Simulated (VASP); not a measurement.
# ZnS (R3m) in VASP: notebook

The runs below take ZnS through single point, with PBE.

Program: VASP 6.6.1. These are calculated values, not measurements. Logs are shortened: lines on timing, memory, paths and dates and some standing lists are left out, and cuts for length are marked.

## 1. The cell of the first run

The structure is trigonal, space group R3m (No. 160). Conventional cell: a = 4.288 Å, b = 4.288 Å, c = 7.457 Å, α = 90.00°, β = 90.00°, γ = 120.00°. Zn (site symmetry 3m) has 1 S at 1.86 Å within 2.5 Å. S (site symmetry 3m) has 1 Zn at 1.86 Å within 2.5 Å.

## 2. Single point, PBE

INCAR

```
ALGO = Normal ; EDIFF = 1E-6
ENCUT = 520 ; GGA = PE
ISIF = 2 ; ISMEAR = 0
LASPH = T ; LCHARG = F
LREAL = F ; LWAVE = F
NBANDS = 16 ; NELM = 60
PREC = Accurate ; SIGMA = 0.05
```

KPOINTS

```
k-points
0
Gamma
  10 10 10
```

POSCAR

```
ZnS
1.0
   -0.5861359534      2.4456017367      2.4456017367
    2.4456017367     -0.5861359534      2.4456017367
    2.4456017367      2.4456017367     -0.5861359534
Zn S
1 1
Direct
    0.0000000000      0.0000000000      0.0000000000
    0.7500000000      0.7500000000      0.7500000000
```

Potentials or basis: VASP PAW PBE potentials, release 64 (Zn, S).

On the command line:

```
$ cat potpaw_PBE.64/Zn/POTCAR potpaw_PBE.64/S/POTCAR > POTCAR
$ mpirun -np 1 vasp_std > vasp.out
```

OUTCAR:

```text
EDIFF = 1E-6
   ENCUT = 520
   GGA = PE
   ISIF = 2
   ISMEAR = 0
   LASPH = T
   LREAL = F
   NELM = 60
   PREC = Accurate

 ion  position               nearest neighbor table
   1  0.000  0.000  0.000-   2 1.86   2 2.55   2 2.55   2 2.55
   2  0.750  0.750  0.750-   1 1.86   1 2.55   1 2.55   1 2.55

  LATTYP: Found a trigonal (rhomboedric) cell.
 ALAT       =     3.5079183378
 COS(alpha) =     0.2530624440

  Lattice vectors:

 A1 = (  -0.5861359534,   2.4456017367,   2.4456017367)
 A2 = (   2.4456017367,  -0.5861359534,   2.4456017367)
 A3 = (   2.4456017367,   2.4456017367,  -0.5861359534)

Analysis of symmetry for initial positions (statically):
=====================================================================
 Subroutine PRICEL returns:
 Original cell was already a primitive cell.

 Routine SETGRP: Setting up the symmetry group for a
 trigonal (rhombohedral) supercell.

 Subroutine GETGRP returns: Found  6 space group operations
 (whereof  6 operations were pure point group operations)
 out of a pool of 12 trial point group operations.

The static configuration has the point symmetry C_3v.

Analysis of symmetry for dynamics (positions and initial velocities):
=====================================================================
 Subroutine PRICEL returns:
 Original cell was already a primitive cell.

 Routine SETGRP: Setting up the symmetry group for a
 trigonal (rhombohedral) supercell.

 Subroutine GETGRP returns: Found  6 space group operations
 (whereof  6 operations were pure point group operations)
 out of a pool of 12 trial point group operations.

The dynamic configuration has the point symmetry C_3v.

 Subroutine INISYM returns: Found  6 space group operations
 (whereof  6 operations are pure point group operations),
 and found     1 'primitive' translations

----------------------------------------------------------------------------------------

                                     Primitive cell

  volume of cell :      39.5697

  direct lattice vectors                    reciprocal lattice vectors
    -0.586135953  2.445601737  2.445601737    -0.142467762  0.187376078  0.187376078
     2.445601737 -0.586135953  2.445601737     0.187376078 -0.142467762  0.187376078
     2.445601737  2.445601737 -0.586135953     0.187376078  0.187376078 -0.142467762

  length of vectors
     3.507918338  3.507918338  3.507918338     0.300859855  0.300859855  0.300859855

  position of ions in fractional coordinates (direct lattice)
     0.000000000  0.000000000  0.000000000
     0.750000000  0.750000000  0.750000000

  ion indices of the primitive-cell ions
   primitive index   ion index
                 1           1
                 2           2

----------------------------------------------------------------------------------------

 KPOINTS: k-points

Automatic generation of k-mesh.
 Grid dimensions read from file:
 generate k-points for:   10   10   10

 Generating k-lattice:

  Cartesian coordinates                     Fractional coordinates (reciprocal lattice)
    -0.014246776  0.018737608  0.018737608     0.100000000  0.000000000  0.000000000
     0.018737608 -0.014246776  0.018737608     0.000000000  0.100000000  0.000000000
     0.018737608  0.018737608 -0.014246776     0.000000000  0.000000000  0.100000000

  Length of vectors
     0.030085985  0.030085985  0.030085985

  Shift w.r.t. Gamma in fractional coordinates (k-lattice)
     0.000000000  0.000000000  0.000000000

 Subroutine IBZKPT returns following result:
 ===========================================

 Found    116 irreducible k-points:

 Following reciprocal coordinates:
            Coordinates               Weight
  0.000000  0.000000  0.000000      1.000000
  0.100000  0.000000  0.000000      6.000000
  0.200000  0.000000  0.000000      6.000000
  0.300000  0.000000 -0.000000      6.000000
  0.400000  0.000000  0.000000      6.000000
  0.500000  0.000000  0.000000      3.000000
[... 16 lines left out ...]
  0.300000  0.300000 -0.000000      6.000000
  0.400000  0.300000  0.000000     12.000000
 [... further k-points ...]
   k-points           NKPTS =    116   k-points in BZ     NKDIM =    116   number of bands    NBANDS=     16
   number of dos      NEDOS =    301   number of ions     NIONS =      2
   total plane-waves  NPLWV =  21952
   dimension x,y,z NGX =    28 NGY =   28 NGZ =   28
   dimension x,y,z NGXF=    56 NGYF=   56 NGZF=   56
   ions per type =               1   1
   NGX,Y,Z   is equivalent  to a cutoff of  13.27, 13.27, 13.27 a.u.
   NGXF,Y,Z  is equivalent  to a cutoff of  26.54, 26.54, 26.54 a.u.
 SYSTEM =  unknown system
   PREC   = accura    normal or accurate (medium, high low for compatibility)
   ISTART =      0    job   : 0-new  1-cont  2-samecut
   ICHARG =      2    charge: 1-file 2-atom 10-const
   ISPIN  =      1    spin polarized calculation?
   LNONCOLLINEAR =      F non collinear calculations
   LSORBIT =      F    spin-orbit coupling
   LASPH  =      T    aspherical Exc in radial PAW
   ENCUT  =  520.0 eV  38.22 Ry    6.18 a.u.   6.52  6.52  6.52*2*pi/ulx,y,z
   NELM   =     60;   NELMIN=  2; NELMDL= -5     # of ELM steps
   EDIFF  = 0.1E-05   stopping-criterion for ELM
   LREAL  =      F    real-space projection
   EDIFFG = 0.1E-04   stopping-criterion for IOM
   NSW    =      0    number of steps for IOM
   IBRION =     -1    ionic relax: 0-MD 1-quasi-New 2-CG
   NFREE  =      0    steps in history (QN), initial steepest desc. (CG)
   ISIF   =      2    stress and relaxation
   ISYM   =      2    0-nonsym 1-usesym 2-fastsym
   POTIM  = 0.5000    time-step for ionic-motion
   TEBEG  =    0.0;   TEEND  =   0.0 temperature during run
   PSTRESS=    0.0 pullay stress
   NELECT =      18.0000    total number of electrons
   NUPDOWN=      -1.0000    fix difference up-down
   EMIN   =  10.00;   EMAX   =-10.00  energy-range for DOS
   EFERMI =   0.00;   METHOD = LEGACY
   ISMEAR =     0;   SIGMA  =   0.05  broadening in eV -4-tet -1-fermi 0-gaus
   EFERMI_NEDOS =   21; number of points for ismear=-14 and -15
   IALGO  =     38    algorithm
   IMIX   =      4    mixing-type and parameters
     AMIX     =   0.40;   BMIX     =  1.00
     AMIX_MAG =   1.60;   BMIX_MAG =  1.00
  volume/ion in A,a.u.               =      19.78       133.51
  Fermi-wavevector in a.u.,A,eV,Ry     =   1.259055  2.379268 21.568210  1.585219
  Thomas-Fermi vector in A             =   2.392634
   LORBIT       =      0    0 simple, 1 ext, 2 COOP (PROOUT), +10 PAW based schemes
   GGA     = PE    functional components
   LHFCALC =     F    Hartree Fock is set to
   AEXX    =    0.0000 exact exchange contribution
   IVDW    =     0    specifies the selected vdW correction
   LEPSILON=     F    determine dielectric tensor
   LRPA    =     F    only Hartree local field effects (RPA)
 non-spin polarized calculation
 Gauss-broadening in eV      SIGMA  =   0.05
  energy-cutoff  :      520.00
  volume of cell :       39.57
 maximum number of plane-waves:      1079
 NGX is ok and might be reduce to    28

 number of electron      18.0000007 magnetization

 Free energy of the ion-electron system (eV)
  ---------------------------------------------------
  ext. energy  EPLUGINS =         0.00000000
  ---------------------------------------------------
  free energy    TOTEN  =        -4.99474413 eV

  energy without entropy =       -4.99474413  energy(sigma->0) =       -4.99474413

 E-fermi :   2.3814     XC(G=0):  -9.5787

 val. band max:        2.1081149787   @ k =  -0.1000   0.1000   0.0000
 cond. band min:       3.6068017797   @ k =   0.0000   0.0000   0.0000
 fundamental gap:      1.4986868010
 Fermi energy:         2.3814318168

 k-point     1 :       0.0000    0.0000    0.0000
  band No.  band energies     occupation
      1     -11.3869      2.00000
      2      -5.0145      2.00000
      3      -4.7698      2.00000
      4      -4.7698      2.00000
      5      -4.1200      2.00000
      6      -4.1200      2.00000
[... 8 lines left out ...]
     15      14.8965      0.00000
     16      14.8965      0.00000

 k-point     2 :       0.1000    0.0000    0.0000
  band No.  band energies     occupation
      1     -11.3279      2.00000
      2      -5.0093      2.00000
      3      -4.7671      2.00000
      4      -4.7507      2.00000
      5      -4.1218      2.00000
      6      -4.1198      2.00000
[... 8 lines left out ...]
     15      14.4286      0.00000
     16      15.8764      0.00000

 k-point     3 :       0.2000    0.0000    0.0000
  band No.  band energies     occupation
      1     -11.1662      2.00000
      2      -4.9890      2.00000
      3      -4.7611      2.00000
      4      -4.6980      2.00000
      5      -4.1251      2.00000
      6      -4.1152      2.00000
[... 8 lines left out ...]
     15      14.1004      0.00000
     16      16.1672      0.00000

 k-point     4 :       0.3000    0.0000   -0.0000
  band No.  band energies     occupation
      1     -10.9501      2.00000
      2      -4.9421      2.00000
      3      -4.7559      2.00000
      4      -4.6263      2.00000
      5      -4.1265      2.00000
      6      -4.0931      2.00000
[... 8 lines left out ...]
     15      13.9626      0.00000
     16      15.8867      0.00000

 k-point     5 :       0.4000    0.0000    0.0000
  band No.  band energies     occupation
      1     -10.7595      2.00000
      2      -4.8734      2.00000
      3      -4.7535      2.00000
      4      -4.5599      2.00000
      5      -4.1254      2.00000
      6      -4.0279      2.00000
[... 8 lines left out ...]
     15      13.6609      0.00000
     16      15.8343      0.00000

 k-point     6 :       0.5000    0.0000    0.0000
  band No.  band energies     occupation
      1     -10.6822      2.00000
      2      -4.8357      2.00000
      3      -4.7531      2.00000
      4      -4.5313      2.00000
      5      -4.1244      2.00000
      6      -3.9580      2.00000
[... 8 lines left out ...]
     15      13.4591      0.00000
     16      14.9302      0.00000

 k-point     7 :       0.1000    0.1000    0.0000
  band No.  band energies     occupation
      1     -11.2865      2.00000
      2      -5.0155      2.00000
      3      -4.7569      2.00000
      4      -4.7338      2.00000
      5      -4.1308      2.00000
      6      -4.1222      2.00000
[... 8 lines left out ...]
     15      14.6803      0.00000
     16      15.8064      0.00000

 k-point     8 :       0.2000    0.1000    0.0000
  band No.  band energies     occupation
      1     -11.1402      2.00000
      2      -5.0066      2.00000
      3      -4.7460      2.00000
      4      -4.6797      2.00000
      5      -4.1388      2.00000
      6      -4.1222      2.00000
[... 8 lines left out ...]
     15      14.3877      0.00000
     16      16.4426      0.00000

 k-point     9 :       0.3000    0.1000    0.0000
  band No.  band energies     occupation
      1     -10.9319      2.00000
      2      -4.9688      2.00000
      3      -4.7383      2.00000
      4      -4.6062      2.00000
      5      -4.1403      2.00000
      6      -4.1081      2.00000
[... 8 lines left out ...]
     15      14.1854      0.00000
     16      16.3452      0.00000
[... 172 lines left out ...]
 k-point    19 :       0.5000    0.2000    0.0000
  band No.  band energies     occupation
      1     -10.5296      2.00000
      2      -4.8408      2.00000
      3      -4.6929      2.00000
      4      -4.4730      2.00000
      5      -4.1373      2.00000
      6      -3.9479      2.00000
[... 8 lines left out ...]
     15      13.5810      0.00000
     16      17.6049      0.00000

 k-point    20 :      -0.4000    0.2000   -0.0000
  band No.  band energies     occupation
      1     -10.5640      2.00000
      2      -4.8150      2.00000
      3      -4.7112      2.00000
      4      -4.4992      2.00000
      5      -4.1277      2.00000
      6      -3.9398      2.00000
[... 8 lines left out ...]
     15      14.0895      0.00000
     16      16.9788      0.00000

 k-point    21 :      -0.3000    0.2000    0.0000
  band No.  band energies     occupation
      1     -10.7169      2.00000
      2      -4.8537      2.00000
      3      -4.7238      2.00000
      4      -4.5722      2.00000
      5      -4.1190      2.00000
      6      -4.0266      2.00000
[... 8 lines left out ...]
     15      13.8691      0.00000
     16      16.7856      0.00000

 k-point    22 :      -0.2000    0.2000    0.0000
  band No.  band energies     occupation
      1     -10.9161      2.00000
      2      -4.9131      2.00000
      3      -4.7307      2.00000
      4      -4.6521      2.00000
      5      -4.1153      2.00000
      6      -4.0788      2.00000
[... 8 lines left out ...]
     15      14.3124      0.00000
     16      16.4621      0.00000

 k-point    23 :       0.3000    0.3000   -0.0000
  band No.  band energies     occupation
      1     -10.6493      2.00000
      2      -4.9627      2.00000
      3      -4.6683      2.00000
      4      -4.4861      2.00000
      5      -4.1381      2.00000
      6      -4.1252      2.00000
[... 8 lines left out ...]
     15      14.7109      0.00000
     16      17.2048      0.00000

 k-point    24 :       0.4000    0.3000    0.0000
  band No.  band energies     occupation
      1     -10.4795      2.00000
      2      -4.9089      2.00000
      3      -4.6494      2.00000
      4      -4.4222      2.00000
      5      -4.1352      2.00000
      6      -4.0663      2.00000
[... 8 lines left out ...]
     15      14.6060      0.00000
     16      17.1032      0.00000

 [... further k-points ...]
[... 5 lines left out ...]
  --------------------------------------------------------------------------------------
  -------------------------------------------------------------------------------------
  Total        4.8652450      4.8652450      4.8652450      6.3561506      6.3561506      6.3561506
  in kB      196.9935864    196.9935864    196.9935864    257.3602961    257.3602961    257.3602961
  external PRESSURE =     196.9935864 kB  Pullay stress =       0.0000000 kB

 VOLUME and BASIS-vectors are now :
 -----------------------------------------------------------------------------
  energy-cutoff  :      520.00
  volume of cell :       39.57
      direct lattice vectors                 reciprocal lattice vectors
    -0.586135953  2.445601737  2.445601737    -0.142467762  0.187376078  0.187376078
     2.445601737 -0.586135953  2.445601737     0.187376078 -0.142467762  0.187376078
     2.445601737  2.445601737 -0.586135953     0.187376078  0.187376078 -0.142467762

 POSITION                                       TOTAL-FORCE (eV/Angst)
 -----------------------------------------------------------------------------------
      0.00000      0.00000      0.00000         4.520016      4.520016      4.520016
      3.22880      3.22880      3.22880        -4.520016     -4.520016     -4.520016
 -----------------------------------------------------------------------------------
    total drift:                                0.000411      0.000411      0.000411

  FREE ENERGIE OF THE ION-ELECTRON SYSTEM (eV)
  ---------------------------------------------------
  free  energy   TOTEN  =        -4.9947441266 eV

  energy  without entropy=       -4.9947441266  energy(sigma->0) =       -4.99474413
```

Wall time 42 s (1 thread of Intel Xeon 6975P-C, shared host); peak memory 0.2 GiB.

What came out:

| Property | Result |
| --- | --- |
| Free energy | -4.9947 eV |
| Pressure | 19.7 GPa |
| Largest force | 7.829 eV/Å |
| Band gap on the k mesh | 1.50 eV, indirect (least direct gap 1.54 eV) |

Forces in eV/Å, atoms in the order of the input:
```
Zn   4.520  4.520  4.520
S   -4.520 -4.520 -4.520
```

Stress tensor (GPa, compression positive):
```
19.70 25.74 25.74
25.74 19.70 25.74
25.74 25.74 19.70
```

Caveat: forces of over 1 eV/Å act on the atoms, so gaps and moduli don't describe the material at rest.

## 3. Single point, PBE

This run uses another cell than the first one, of the same volume but with other edges.

INCAR

```
PREC = Accurate
ENCUT = 520
EDIFF = 1E-6
ISMEAR = 0
SIGMA = 0.05
LREAL = F
LASPH = T
NELM = 100
ALGO = Normal
ISIF = 2
LWAVE = F
LCHARG = T
GGA = PE
LELF = T
LVHAR = T
NBANDS = 16
```

KPOINTS

```
Automatic mesh
0
Gamma
  10 10 10
```

POSCAR

```
ZnS
1.0
    0.6592709901      3.0712380269      3.0712380269
    3.0712380269      0.6592709901      3.0712380269
    3.0712380269      3.0712380269      0.6592709901
Zn S
1 1
Direct
    0.0000000000      0.0000000000      0.0000000000
    0.7500000000      0.7500000000      0.7500000000
```

Potentials or basis: VASP PAW PBE potentials, release 64 (Zn, S).

On the command line:

```
$ cat potpaw_PBE.64/Zn/POTCAR potpaw_PBE.64/S/POTCAR > POTCAR
$ mpirun -np 1 vasp_std > vasp.out
```

It took 94 s on 1 thread of Intel Xeon 6975P-C, shared host; peak memory 0.24 GiB.

The run converged. Its results:

```yaml
Free_energy: -5.8381 eV
Pressure: 12.2 GPa
Largest_force: 0.554 eV/Å
Band_gap_on_the_k_mesh: zero (filled and empty bands touch)
```

Forces in eV/Å, atoms in the order of the input:
```
Zn  -0.320 -0.320 -0.320
S    0.320  0.320  0.320
```

Stress tensor (GPa, compression positive):
```
 12.18 -10.40 -10.40
-10.40  12.18 -10.40
-10.40 -10.40  12.18
```

Levels at points of the mesh, in eV from the Fermi level:
| k point | band 5 | band 6 | band 7 | band 8 | band 9 | band 10 | band 11 | band 12 | band 13 | band 14 |
| --- | --- | --- | --- | --- | --- | --- | --- | --- | --- | --- |
| (0.00, 0.00, 0.00) | -6.88 | -6.88 | -2.58 | -0.11 | -0.02 | -0.02 | 5.51 | 7.42 | 7.42 | 11.66 |
| (0.50, 0.00, 0.00) | -6.75 | -6.57 | -6.00 | -2.27 | -1.48 | 1.65 | 5.13 | 7.28 | 7.49 | 8.50 |
| (0.50, 0.50, 0.00) | -6.75 | -6.67 | -5.60 | -3.35 | -1.86 | 1.75 | 4.42 | 7.25 | 10.21 | 11.30 |
| (0.50, 0.50, 0.50) | -6.87 | -6.87 | -5.75 | -0.24 | -0.24 | 4.60 | 5.80 | 7.69 | 7.69 | 11.95 |

## 4. Single point, PBE

This run uses another cell than the first one, of the same volume but with other edges.

INCAR

```
PREC = Accurate
ENCUT = 520
EDIFF = 1E-6
ISMEAR = 0
SIGMA = 0.05
LREAL = F
LASPH = T
NELM = 80
ALGO = Normal
ISIF = 2
LWAVE = F
LCHARG = F
GGA = PE
NBANDS = 16
```

KPOINTS is that of step 3.

POSCAR

```
ZnS
1.0
   -0.8551245756      2.3515925830      2.3515925830
    2.3515925830     -0.8551245756      2.3515925830
    2.3515925830      2.3515925830     -0.8551245756
Zn S
1 1
Direct
    0.0000000000      0.0000000000      0.0000000000
    0.7500000000      0.7500000000      0.7500000000
```

On the command line:

```
$ cat potpaw_PBE.64/Zn/POTCAR potpaw_PBE.64/S/POTCAR > POTCAR
$ mpirun -np 1 vasp_std > vasp.out
```

Wall time 48 s (1 thread of Intel Xeon 6975P-C, shared host); peak memory 0.21 GiB.

The run converged. Its results:

```
Free energy            : -1.9130 eV
Pressure               : 47.1 GPa
Largest force          : 19.888 eV/Å
Band gap on the k mesh : 0.90 eV, indirect (least direct gap 1.13 eV)
```

Forces on the atoms (eV/Å):
```
Zn   11.482  11.482  11.482
S   -11.482 -11.482 -11.482
```

Stress tensor (GPa, compression positive):
```
47.13 50.41 50.41
50.41 47.13 50.41
50.41 50.41 47.13
```

Levels at points of the mesh, in eV from the valence-band top:
```csv
k point,band 5,band 6,band 7,band 8,band 9,band 10,band 11,band 12,band 13,band 14
"(0.00, 0.00, 0.00)",-7.15,-7.15,-0.76,-0.22,-0.22,0.90,4.52,4.52,12.28,13.57
"(0.50, 0.00, 0.00)",-7.18,-7.01,-5.25,-0.39,0.00,3.26,5.89,6.59,9.78,10.01
"(0.50, 0.50, 0.00)",-7.09,-7.00,-4.55,-3.75,-0.19,1.56,6.04,8.83,9.59,11.02
"(0.50, 0.50, 0.50)",-7.17,-7.03,-4.42,-2.67,-2.67,1.50,4.43,4.43,7.13,14.87
```

Caveat: forces of over 1 eV/Å act on the atoms, so gaps and moduli don't describe the material at rest.

## 5. Overview

```tsv
cell	gap on the mesh (eV)	pressure (GPa)	largest force (eV/Å)
a = 3.508 Å, angles 75.3°, 2 atoms	1.50	19.7	7.83
a = 4.393 Å, angles 45.7°, 2 atoms	none	12.2	0.55
a = 3.434 Å, angles 82.7°, 2 atoms	0.90	47.1	19.89
```

Alike in all rows: task single point; level PBE; potentials or basis VASP PAW PBE potentials, release 64 (Zn, S); no spin polarisation; k mesh 10 × 10 × 10; cutoff (eV) 520; smearing gaussian 0.05 eV.

Caveats: forces of over 1 eV/Å act on the atoms, so gaps and moduli don't describe the material at rest (some runs).

Total energies depend on the potentials used, so only differences within one code and one set of settings carry meaning.
